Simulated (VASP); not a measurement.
Input of a VASP 6.6.1 run:

The input INCAR:

```
ALGO = Normal ; EDIFF = 1E-6
ENCUT = 520 ; GGA = PS
ISIF = 2 ; ISMEAR = -1
LASPH = T ; LCHARG = T
LELF = T ; LREAL = F
LVHAR = T ; LWAVE = F
NBANDS = 11 ; NELM = 80
PREC = Accurate ; SIGMA = 0.05
```

Contents of KPOINTS:

```
k-points
0
Gamma
  11 11 11
```

The input POSCAR:

```
AlN
1.0
    0.0000000000      2.0070211428      2.0070211428
    2.0070211428      0.0000000000      2.0070211428
    2.0070211428      2.0070211428      0.0000000000
Al N
1 1
Direct
    0.5000000000      0.5000000000      0.5000000000
    0.0000000000      0.0000000000      0.0000000000
```

Potentials or basis: VASP PAW PBE potentials, release 64 (Al, N).

The run is started by

```sh
$ cat potpaw_PBE.64/Al/POTCAR potpaw_PBE.64/N/POTCAR > POTCAR
$ mpirun -np 1 vasp_std > vasp.out
```

(1) Predict the band gap on the k mesh.

(2) Estimate the pressure.

## Answers

(1) 4.90 eV, indirect (least direct gap 5.99 eV).

(2) 6.3 GPa.

Caveat: the PAW data sets were made with another functional, which shifts forces and pressure a little.
